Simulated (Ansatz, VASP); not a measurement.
## KTaO3 in VASP and in Ansatz

```xyz
5
Lattice="3.9901 0.0000 0.0000 0.0000 3.9901 0.0000 0.0000 0.0000 3.9901" Properties=species:S:1:pos:R:3 pbc="T T T"
K     0.0000    0.0000    0.0000
Ta    1.9951    1.9951    1.9951
O     1.9951    1.9951    0.0000
O     1.9951    0.0000    1.9951
O     0.0000    1.9951    1.9951
```

Alike in both runs: task single point; functional PBE; k mesh 6 × 6 × 6; occupations fermi-dirac, width 0.02 eV; no spin polarisation.

|  | VASP | Ansatz |
| --- | --- | --- |
| version | VASP 6.6.1 | Ansatz 0.2.0 |
| potentials or method | VASP PAW PBE potentials, release 64 (K_sv, Ta_pv, O) | plane waves, PAW |
| plane-wave cutoff (eV) | 520 | 420 |
| valence electrons in the cell | 38 | 40 |

|  | VASP | Ansatz | Ansatz less VASP |
| --- | --- | --- | --- |
| gap on the k mesh at the Fermi level (eV) | 2.17 | 2.22 | +0.047 |
| pressure (GPa) | 5.8 | 5.1 | -0.67 |

VASP's potentials hold 38 valence electrons a cell and Ansatz's 40, so a difference there can come from the potentials and not from the codes.

Neither program's run includes spin-orbit coupling.
